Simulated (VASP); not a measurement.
Write the native input for VASP 6.6.1 that does the following.

```yaml
Task: single point
Functional: PBE
Potentials_or_basis: VASP PAW PBE potentials, release 64 (Si, O)
Cutoff: 520 eV
k_mesh: 6 × 6 × 8
Occupations: gaussian, width 0.05 eV
Spin: no spin polarisation
Dipole_correction: no
Further_INCAR_settings: ALGO = Normal; EDIFF = 1e-06; NBANDS = 25
```

The structure of SiO2 lies in POSCAR:

```
SiO2
1.0
    4.2358788266      0.0000000000      0.0000000000
    0.0000000000      4.0380632854      0.0000000000
    0.0000000000      0.0000000000      2.6897743046
Si O
2 4
Direct
    0.5000000000      0.5000000000      0.5000000000
    0.0000000000      0.0000000000      0.0000000000
    0.7302721762      0.6557534092      0.0000000000
    0.2302721762      0.8442465908      0.5000000000
    0.2697278238      0.3442465908      0.0000000000
    0.7697278238      0.1557534092      0.5000000000
```

This cell differs from its parent crystal: atoms displaced along a vibrational mode, the cell strained.

One way to write it, as run:

INCAR

```
PREC = Accurate
ENCUT = 520
EDIFF = 1E-6
ISMEAR = 0
SIGMA = 0.05
LREAL = False
LASPH = True
NELM = 80
ALGO = Normal
ISIF = 2
LWAVE = False
LCHARG = False
GGA = PE
NBANDS = 25
```

KPOINTS

```
regular mesh
0
Gamma
  6 6 8
```

Potentials or basis: VASP PAW PBE potentials, release 64 (Si, O).

Launch:

```console
$ cat potpaw_PBE.64/Si/POTCAR potpaw_PBE.64/O/POTCAR > POTCAR
$ mpirun -np 1 vasp_std > vasp.out
```

Results of the run:

```json
{
  "Pressure": "10.9 GPa",
  "Largest force": "0.949 eV/Å",
  "Band gap on the k mesh": "5.66 eV (least direct gap 5.67 eV)"
}
```

Caveat: the cell differs from its parent crystal (atoms displaced along a vibrational mode, the cell strained); the stress differs along the axes, from -5 to 30 GPa.

It took 24 s on 1 thread of Intel(R) Xeon(R) Platinum 8559C (Emerald Rapids), on a shared host, peak memory 0.18 GiB.
